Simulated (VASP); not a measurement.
# BaTiO3 (P4mm) in VASP: a series of runs

Runs on BaTiO3. Level: PBE. Tasks: single point.

Everything below comes from runs of VASP 6.6.1. Logs are shortened: lines on timing, memory, paths and dates and some standing lists are left out, and cuts for length are marked.

### 1 The cell of the first run

Symmetry: P4mm, No. 99, tetragonal system. Conventional cell: a = 3.866 Å, b = 3.866 Å, c = 4.569 Å, α = 90.00°, β = 90.00°, γ = 90.00°. Within 3.6 Å of Ba (site symmetry 4mm) lie 12 O at 2.75 to 3.25 Å and 8 Ti at 3.55 to 3.58 Å. Within 2.4 Å of Ti (site symmetry 4mm) lie 5 O at 1.79 to 1.96 Å. O (site symmetry 2mm) has 2 Ti at 1.96 Å within 2.6 Å. O (site symmetry 4mm) has 1 Ti at 1.79 Å within 2.4 Å.

### 2 Single point, PBE (biaxial strain in the a-b plane: -3.0 %, then relaxed in part)

INCAR

```
PREC = Accurate ; ENCUT = 520
EDIFF = 1E-7 ; ISMEAR = 0
SIGMA = 0.02 ; LREAL = F
LASPH = T ; NELM = 60
ALGO = Normal ; ISIF = 2
LWAVE = F ; LCHARG = F
GGA = PE ; NBANDS = 28
```

KPOINTS

```
regular mesh
0
Gamma
  8 8 6
```

POSCAR

```
BaTiO3
1.0
    3.8658863003      0.0000000000      0.0000000000
    0.0000000000      3.8658863003      0.0000000000
    0.0000000000      0.0000000000      4.5694207611
Ba Ti O
1 1 3
Direct
    0.5000000000      0.5000000000      0.6199797949
    0.0000000000      0.0000000000      0.1248770125
    0.0000000000      0.5000000000      0.0493381201
    0.5000000000      0.0000000000      0.0493381201
    0.0000000000      0.0000000000      0.5164639423
```

Potentials or basis: VASP PAW PBE potentials, release 64 (Ba_sv, Ti_sv, O).

Launch:

```sh
> cat potpaw_PBE.64/Ba_sv/POTCAR potpaw_PBE.64/Ti_sv/POTCAR potpaw_PBE.64/O/POTCAR > POTCAR
> mpirun -np 1 vasp_std > vasp.out
```

OUTCAR:

```text
PREC = Accurate
   ENCUT = 520
   EDIFF = 1E-7
   ISMEAR = 0
   LREAL = F
   LASPH = T
   NELM = 60
   ISIF = 2
   GGA = PE

 ion  position               nearest neighbor table
   1  0.500  0.500  0.620-   3 2.75   4 2.75   4 2.75   3 2.75   5 2.77   5 2.77   5 2.77   5 2.77
                             3 3.25   4 3.25   3 3.25   4 3.25   2 3.55   2 3.55   2 3.55   2 3.55
   2  0.000  0.000  0.125-   5 1.79   4 1.96   3 1.96   3 1.96   4 1.96   1 3.55   1 3.55   1 3.55
                             1 3.55   1 3.58   1 3.58   1 3.58   1 3.58
   3  0.000  0.500  0.049-   2 1.96   2 1.96   1 2.75   1 2.75   1 3.25   1 3.25
   4  0.500  0.000  0.049-   2 1.96   2 1.96   1 2.75   1 2.75   1 3.25   1 3.25
   5  0.000  0.000  0.516-   2 1.79   1 2.77   1 2.77   1 2.77   1 2.77

  LATTYP: Found a simple tetragonal cell.
 ALAT       =     3.8658863003
 C/A-ratio  =     1.1819852955

  Lattice vectors:

 A1 = (   3.8658863003,   0.0000000000,   0.0000000000)
 A2 = (   0.0000000000,   3.8658863003,   0.0000000000)
 A3 = (   0.0000000000,   0.0000000000,   4.5694207611)

Analysis of symmetry for initial positions (statically):
=====================================================================
 Subroutine PRICEL returns:
 Original cell was already a primitive cell.

 Routine SETGRP: Setting up the symmetry group for a
 simple tetragonal supercell.

 Subroutine GETGRP returns: Found  8 space group operations
 (whereof  8 operations were pure point group operations)
 out of a pool of 16 trial point group operations.

The static configuration has the point symmetry C_4v.

Analysis of symmetry for dynamics (positions and initial velocities):
=====================================================================
 Subroutine PRICEL returns:
 Original cell was already a primitive cell.

 Routine SETGRP: Setting up the symmetry group for a
 simple tetragonal supercell.

 Subroutine GETGRP returns: Found  8 space group operations
 (whereof  8 operations were pure point group operations)
 out of a pool of 16 trial point group operations.

The dynamic configuration has the point symmetry C_4v.

 Subroutine INISYM returns: Found  8 space group operations
 (whereof  8 operations are pure point group operations),
 and found     1 'primitive' translations

----------------------------------------------------------------------------------------

                                     Primitive cell

  volume of cell :      68.2903

  direct lattice vectors                    reciprocal lattice vectors
     3.865886300  0.000000000  0.000000000     0.258672895  0.000000000  0.000000000
     0.000000000  3.865886300  0.000000000     0.000000000  0.258672895  0.000000000
     0.000000000  0.000000000  4.569420761     0.000000000  0.000000000  0.218846119

  length of vectors
     3.865886300  3.865886300  4.569420761     0.258672895  0.258672895  0.218846119

  position of ions in fractional coordinates (direct lattice)
     0.500000000  0.500000000  0.619979795
     0.000000000  0.000000000  0.124877013
     0.000000000  0.500000000  0.049338120
     0.500000000  0.000000000  0.049338120
     0.000000000  0.000000000  0.516463942

  ion indices of the primitive-cell ions
   primitive index   ion index
                 1           1
                 2           2
                 3           3
                 4           4
                 5           5

----------------------------------------------------------------------------------------

 KPOINTS: regular mesh

Automatic generation of k-mesh.
 Grid dimensions read from file:
 generate k-points for:    8    8    6

 Generating k-lattice:

  Cartesian coordinates                     Fractional coordinates (reciprocal lattice)
     0.032334112  0.000000000  0.000000000     0.125000000  0.000000000  0.000000000
     0.000000000  0.032334112  0.000000000     0.000000000  0.125000000  0.000000000
     0.000000000  0.000000000  0.036474353     0.000000000  0.000000000  0.166666667

  Length of vectors
     0.032334112  0.032334112  0.036474353

  Shift w.r.t. Gamma in fractional coordinates (k-lattice)
     0.000000000  0.000000000  0.000000000

 Subroutine IBZKPT returns following result:
 ===========================================

 Found     60 irreducible k-points:

 Following reciprocal coordinates:
            Coordinates               Weight
  0.000000  0.000000  0.000000      1.000000
  0.125000  0.000000  0.000000      4.000000
  0.250000  0.000000  0.000000      4.000000
  0.375000  0.000000  0.000000      4.000000
  0.500000  0.000000  0.000000      2.000000
  0.125000  0.125000  0.000000      4.000000
[... 16 lines left out ...]
  0.375000  0.125000  0.166667     16.000000
  0.500000  0.125000  0.166667      8.000000
 [... further k-points ...]
   k-points           NKPTS =     60   k-points in BZ     NKDIM =     60   number of bands    NBANDS=     28
   number of dos      NEDOS =    301   number of ions     NIONS =      5
   total plane-waves  NPLWV =  32400
   dimension x,y,z NGX =    30 NGY =   30 NGZ =   36
   dimension x,y,z NGXF=    60 NGYF=   60 NGZF=   72
   ions per type =               1   1   3
   NGX,Y,Z   is equivalent  to a cutoff of  12.90, 12.90, 13.10 a.u.
   NGXF,Y,Z  is equivalent  to a cutoff of  25.80, 25.80, 26.20 a.u.
 SYSTEM =  unknown system
   PREC   = accura    normal or accurate (medium, high low for compatibility)
   ISTART =      0    job   : 0-new  1-cont  2-samecut
   ICHARG =      2    charge: 1-file 2-atom 10-const
   ISPIN  =      1    spin polarized calculation?
   LNONCOLLINEAR =      F non collinear calculations
   LSORBIT =      F    spin-orbit coupling
   LASPH  =      T    aspherical Exc in radial PAW
   ENCUT  =  520.0 eV  38.22 Ry    6.18 a.u.   7.19  7.19  8.50*2*pi/ulx,y,z
   NELM   =     60;   NELMIN=  2; NELMDL= -5     # of ELM steps
   EDIFF  = 0.1E-06   stopping-criterion for ELM
   LREAL  =      F    real-space projection
   EDIFFG = 0.1E-05   stopping-criterion for IOM
   NSW    =      0    number of steps for IOM
   IBRION =     -1    ionic relax: 0-MD 1-quasi-New 2-CG
   NFREE  =      0    steps in history (QN), initial steepest desc. (CG)
   ISIF   =      2    stress and relaxation
   ISYM   =      2    0-nonsym 1-usesym 2-fastsym
   POTIM  = 0.5000    time-step for ionic-motion
   TEBEG  =    0.0;   TEEND  =   0.0 temperature during run
   PSTRESS=    0.0 pullay stress
   NELECT =      40.0000    total number of electrons
   NUPDOWN=      -1.0000    fix difference up-down
   EMIN   =  10.00;   EMAX   =-10.00  energy-range for DOS
   EFERMI =   0.00;   METHOD = LEGACY
   ISMEAR =     0;   SIGMA  =   0.02  broadening in eV -4-tet -1-fermi 0-gaus
   EFERMI_NEDOS =   21; number of points for ismear=-14 and -15
   IALGO  =     38    algorithm
   IMIX   =      4    mixing-type and parameters
     AMIX     =   0.40;   BMIX     =  1.00
     AMIX_MAG =   1.60;   BMIX_MAG =  1.00
  volume/ion in A,a.u.               =      13.66        92.17
  Fermi-wavevector in a.u.,A,eV,Ry     =   1.369751  2.588455 25.527505  1.876219
  Thomas-Fermi vector in A             =   2.495599
   LORBIT       =      0    0 simple, 1 ext, 2 COOP (PROOUT), +10 PAW based schemes
   GGA     = PE    functional components
   LHFCALC =     F    Hartree Fock is set to
   AEXX    =    0.0000 exact exchange contribution
   IVDW    =     0    specifies the selected vdW correction
   LEPSILON=     F    determine dielectric tensor
   LRPA    =     F    only Hartree local field effects (RPA)
 non-spin polarized calculation
 Gauss-broadening in eV      SIGMA  =   0.02
  energy-cutoff  :      520.00
  volume of cell :       68.29
 maximum number of plane-waves:      1860
 NGX is ok and might be reduce to    30
   NGX = 15   NGY = 15   NGZ = 17

 number of electron      40.0000019 magnetization

 Free energy of the ion-electron system (eV)
  ---------------------------------------------------
  ext. energy  EPLUGINS =         0.00000000
  ---------------------------------------------------
  free energy    TOTEN  =       -39.95488988 eV

  energy without entropy =      -39.95488988  energy(sigma->0) =      -39.95488988

 E-fermi :   3.9828     XC(G=0): -10.8528

 val. band max:        3.8571854116   @ k =   0.5000   0.5000   0.5000
 cond. band min:       5.7322681032   @ k =   0.0000   0.0000   0.0000
 fundamental gap:      1.8750826916
 Fermi energy:         3.9827633503

 k-point     1 :       0.0000    0.0000    0.0000
  band No.  band energies     occupation
      1     -52.8066      2.00000
      2     -29.2304      2.00000
      3     -29.0111      2.00000
      4     -29.0111      2.00000
      5     -21.7468      2.00000
      6     -13.4526      2.00000
[... 20 lines left out ...]
     27       9.2838      0.00000
     28       9.8801      0.00000

 k-point     2 :       0.1250    0.0000    0.0000
  band No.  band energies     occupation
      1     -52.8064      2.00000
      2     -29.2299      2.00000
      3     -29.0220      2.00000
      4     -29.0107      2.00000
      5     -21.7276      2.00000
      6     -13.4310      2.00000
[... 20 lines left out ...]
     27       9.4941      0.00000
     28      10.2340      0.00000

 k-point     3 :       0.2500    0.0000    0.0000
  band No.  band energies     occupation
      1     -52.8058      2.00000
      2     -29.2286      2.00000
      3     -29.0480      2.00000
      4     -29.0097      2.00000
      5     -21.6805      2.00000
      6     -13.4401      2.00000
[... 20 lines left out ...]
     27      10.0294      0.00000
     28      11.0010      0.00000

 k-point     4 :       0.3750    0.0000    0.0000
  band No.  band energies     occupation
      1     -52.8052      2.00000
      2     -29.2273      2.00000
      3     -29.0740      2.00000
      4     -29.0087      2.00000
      5     -21.6324      2.00000
      6     -13.5200      2.00000
[... 20 lines left out ...]
     27      10.7020      0.00000
     28      11.5080      0.00000

 k-point     5 :       0.5000    0.0000    0.0000
  band No.  band energies     occupation
      1     -52.8049      2.00000
      2     -29.2267      2.00000
      3     -29.0847      2.00000
      4     -29.0083      2.00000
      5     -21.6122      2.00000
      6     -13.5647      2.00000
[... 20 lines left out ...]
     27      11.0833      0.00000
     28      11.6020      0.00000

 k-point     6 :       0.1250    0.1250    0.0000
  band No.  band energies     occupation
      1     -52.8061      2.00000
      2     -29.2294      2.00000
      3     -29.0217      2.00000
      4     -29.0213      2.00000
      5     -21.7092      2.00000
      6     -13.4052      2.00000
[... 463 lines left out ...]
      5     -21.7012      2.00000
      6     -13.4151      2.00000
[... 20 lines left out ...]
     27       9.9034      0.00000
     28      10.6518      0.00000

 k-point    22 :       0.2500    0.1250    0.1667
  band No.  band energies     occupation
      1     -52.8055      2.00000
      2     -29.2306      2.00000
      3     -29.0474      2.00000
      4     -29.0204      2.00000
      5     -21.6577      2.00000
      6     -13.3688      2.00000
[... 20 lines left out ...]
     27      10.3079      0.00000
     28      11.0173      0.00000

 k-point    23 :       0.3750    0.1250    0.1667
  band No.  band energies     occupation
      1     -52.8049      2.00000
      2     -29.2291      2.00000
      3     -29.0732      2.00000
      4     -29.0193      2.00000
      5     -21.6134      2.00000
      6     -13.4003      2.00000
[... 20 lines left out ...]
     27      10.8573      0.00000
     28      11.2878      0.00000

 k-point    24 :       0.5000    0.1250    0.1667
  band No.  band energies     occupation
      1     -52.8046      2.00000
      2     -29.2285      2.00000
      3     -29.0838      2.00000
      4     -29.0189      2.00000
      5     -21.5947      2.00000
      6     -13.4294      2.00000
[... 20 lines left out ...]
     27      11.2128      0.00000
     28      11.2473      0.00000

 [... further k-points ...]
[... 5 lines left out ...]
  --------------------------------------------------------------------------------------
  -------------------------------------------------------------------------------------
  Total        2.7518258      2.7518258      0.6586428      0.0000000      0.0000000      0.0000000
  in kB       64.5612922     64.5612922     15.4525880      0.0000000      0.0000000      0.0000000
  external PRESSURE =      48.1917241 kB  Pullay stress =       0.0000000 kB

 VOLUME and BASIS-vectors are now :
 -----------------------------------------------------------------------------
  energy-cutoff  :      520.00
  volume of cell :       68.29
      direct lattice vectors                 reciprocal lattice vectors
     3.865886300  0.000000000  0.000000000     0.258672895  0.000000000  0.000000000
     0.000000000  3.865886300  0.000000000     0.000000000  0.258672895  0.000000000
     0.000000000  0.000000000  4.569420761     0.000000000  0.000000000  0.218846119

 POSITION                                       TOTAL-FORCE (eV/Angst)
 -----------------------------------------------------------------------------------
      1.93294      1.93294      2.83295        -0.000000     -0.000000     -0.103431
      0.00000      0.00000      0.57062         0.000000      0.000000     -0.067462
      0.00000      1.93294      0.22545        -0.000000      0.000000      0.052232
      1.93294      0.00000      0.22545         0.000000     -0.000000      0.052232
      0.00000      0.00000      2.35994        -0.000000      0.000000      0.066429
 -----------------------------------------------------------------------------------
    total drift:                                0.000000     -0.000000     -0.000019

  FREE ENERGIE OF THE ION-ELECTRON SYSTEM (eV)
  ---------------------------------------------------
  free  energy   TOTEN  =       -39.9548898796 eV

  energy  without entropy=      -39.9548898796  energy(sigma->0) =      -39.95488988
```

Run time: 4.3 min. Hardware: 1 thread of AMD EPYC, shared host; peak memory 0.23 GiB.

Results:

| Property | Result |
| --- | --- |
| Free energy | -39.9549 eV |
| Pressure | 4.8 GPa |
| Largest force | 0.103 eV/Å |
| Band gap on the k mesh | 1.88 eV, indirect (least direct gap 2.68 eV) |

Forces in eV/Å, atoms in the order of the input:
```
Ba   0.000  0.000 -0.103
Ti   0.000  0.000 -0.067
O    0.000  0.000  0.052
O    0.000  0.000  0.052
O    0.000  0.000  0.066
```

Stress tensor (GPa, compression positive):
```
6.46 0.00 0.00
0.00 6.46 0.00
0.00 0.00 1.55
```

Caveat: the cell differs from its parent crystal (biaxial strain in the a-b plane: -3.0 %, then relaxed in part); spin-orbit coupling is left out, which moves the levels of the heavy elements.

### 3 Single point, PBE

INCAR

```
SYSTEM = BaTiO3
ALGO = Normal
EDIFF = 1E-6
ENCUT = 520
GGA = PE
ISIF = 2
ISMEAR = 0
LASPH = .TRUE.
LCHARG = .FALSE.
LREAL = .FALSE.
LWAVE = .FALSE.
NBANDS = 28
NELM = 60
PREC = Accurate
SIGMA = 0.02
```

KPOINTS

```
k-points
0
G
  8 8 6
  0 0 0
```

POSCAR is that of step 2.

Potentials or basis: VASP PAW PBE potentials, release 64 (Ba_sv, Ti_sv, O).

Launch:

```sh
> cat potpaw_PBE.64/Ba_sv/POTCAR potpaw_PBE.64/Ti_sv/POTCAR potpaw_PBE.64/O/POTCAR > POTCAR
> mpirun -np 1 vasp_std > vasp.out
```

OUTCAR:

```text
SYSTEM = BaTiO3
   EDIFF = 1E-6
   ENCUT = 520
   GGA = PE
   ISIF = 2
   ISMEAR = 0
   LASPH = .TRUE.
   LREAL = .FALSE.
   NELM = 60
   PREC = Accurate

 ion  position               nearest neighbor table
   1  0.500  0.500  0.620-   3 2.75   4 2.75   4 2.75   3 2.75   5 2.77   5 2.77   5 2.77   5 2.77
                             3 3.25   4 3.25   3 3.25   4 3.25   2 3.55   2 3.55   2 3.55   2 3.55
   2  0.000  0.000  0.125-   5 1.79   4 1.96   3 1.96   3 1.96   4 1.96   1 3.55   1 3.55   1 3.55
                             1 3.55   1 3.58   1 3.58   1 3.58   1 3.58
   3  0.000  0.500  0.049-   2 1.96   2 1.96   1 2.75   1 2.75   1 3.25   1 3.25
   4  0.500  0.000  0.049-   2 1.96   2 1.96   1 2.75   1 2.75   1 3.25   1 3.25
   5  0.000  0.000  0.516-   2 1.79   1 2.77   1 2.77   1 2.77   1 2.77

  LATTYP: Found a simple tetragonal cell.
 ALAT       =     3.8658863003
 C/A-ratio  =     1.1819852955

  Lattice vectors:

 A1 = (   3.8658863003,   0.0000000000,   0.0000000000)
 A2 = (   0.0000000000,   3.8658863003,   0.0000000000)
 A3 = (   0.0000000000,   0.0000000000,   4.5694207611)

Analysis of symmetry for initial positions (statically):
=====================================================================
 Subroutine PRICEL returns:
[... 175 lines left out ...]

  energy without entropy =      -39.95489009  energy(sigma->0) =      -39.95489009

 E-fermi :   3.9848     XC(G=0): -10.8528

 val. band max:        3.8573519987   @ k =   0.5000   0.5000   0.5000
 cond. band min:       5.7316442671   @ k =   0.0000   0.0000   0.0000
 fundamental gap:      1.8742922684
 Fermi energy:         3.9847572169

 k-point     1 :       0.0000    0.0000    0.0000
  band No.  band energies     occupation
      1     -52.8076      2.00000
      2     -29.2313      2.00000
      3     -29.0120      2.00000
      4     -29.0120      2.00000
      5     -21.7468      2.00000
      6     -13.4525      2.00000
[... 733 lines left out ...]
     27      11.2128      0.00000
     28      11.2474      0.00000

 [... further k-points ...]
[... 5 lines left out ...]
  --------------------------------------------------------------------------------------
  -------------------------------------------------------------------------------------
  Total        2.7571308      2.7571308      0.6629108      0.0000000     -0.0000000      0.0000000
  in kB       64.6857536     64.6857536     15.5527213      0.0000000     -0.0000000      0.0000000
  external PRESSURE =      48.3080762 kB  Pullay stress =       0.0000000 kB

 VOLUME and BASIS-vectors are now :
 -----------------------------------------------------------------------------
  energy-cutoff  :      520.00
  volume of cell :       68.29
      direct lattice vectors                 reciprocal lattice vectors
     3.865886300  0.000000000  0.000000000     0.258672895  0.000000000  0.000000000
     0.000000000  3.865886300  0.000000000     0.000000000  0.258672895  0.000000000
     0.000000000  0.000000000  4.569420761     0.000000000  0.000000000  0.218846119

 POSITION                                       TOTAL-FORCE (eV/Angst)
 -----------------------------------------------------------------------------------
      1.93294      1.93294      2.83295         0.000000     -0.000000     -0.103535
      0.00000      0.00000      0.57062        -0.000000      0.000000     -0.066798
      0.00000      1.93294      0.22545         0.000000      0.000000      0.052354
      1.93294      0.00000      0.22545        -0.000000      0.000000      0.052354
      0.00000      0.00000      2.35994         0.000000      0.000000      0.065625
 -----------------------------------------------------------------------------------
    total drift:                               -0.000000     -0.000000      0.000148

  FREE ENERGIE OF THE ION-ELECTRON SYSTEM (eV)
  ---------------------------------------------------
  free  energy   TOTEN  =       -39.9548900929 eV

  energy  without entropy=      -39.9548900929  energy(sigma->0) =      -39.95489009
```

stdout:

```text
POSCAR found type information on POSCAR BaTiO
 POSCAR found :  3 types and       5 ions
 scaLAPACK will be used
 LDA part: xc-table for (Slater+PW92), standard interpolation
 POSCAR, INCAR and KPOINTS ok, starting setup
 FFT: planning ... GRIDC
 FFT: planning ... GRID_SOFT
 FFT: planning ... GRID
 WAVECAR not read
 entering main loop
```

Run time: 4 min. Hardware: 1 thread of AMD EPYC, shared host; peak memory 0.23 GiB.

What came out:

```
Free energy            : -39.9549 eV
Pressure               : 4.8 GPa
Largest force          : 0.104 eV/Å
Band gap on the k mesh : 1.87 eV, indirect (least direct gap 2.68 eV)
```

Forces in eV/Å, atoms in the order of the input:
```
Ba   0.000  0.000 -0.104
Ti   0.000  0.000 -0.067
O    0.000  0.000  0.052
O    0.000  0.000  0.052
O    0.000  0.000  0.066
```

Caveat: spin-orbit coupling is left out, which moves the levels of the heavy elements.

(Part 1 of 2 ends here.)
